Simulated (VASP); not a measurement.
**Rh: single point with r2SCAN**

The system is Rh.

```
Rh
1.0
     0.00000    1.90081    1.90081
     1.90081    0.00000    1.90081
     1.90081    1.90081    0.00000
Rh
1
Cartesian
  0.0000 0.0000 0.0000
```

```yaml
Program: VASP 6.6.1
Task: single point
Functional: r2SCAN
Potentials_or_basis: VASP PAW PBE potentials, release 64 (Rh_pv)
Cutoff: 520 eV
k_mesh: 7 × 7 × 7
Occupations: fermi-dirac, width 0.1 eV
Spin: no spin polarisation
```

```
Pressure : 0.0 GPa
```

Levels at points of the mesh, in eV from the Fermi level:
| k point | band 5 | band 6 | band 7 | band 8 | band 9 | band 10 |
| --- | --- | --- | --- | --- | --- | --- |
| (0.00, 0.00, 0.00) | -3.20 | -3.20 | -3.20 | -1.10 | -1.10 | 16.68 |

Run time: 21 s on 1 thread of Intel(R) Xeon(R) Platinum 8259CL CPU @ 2.50GHz (Skylake/Cascade Lake), on a shared host, peak memory 0.13 GiB.

Caveat: the k points lie up to 0.41 Å⁻¹ apart; the PAW data sets were made with another functional, which shifts forces and pressure a little.
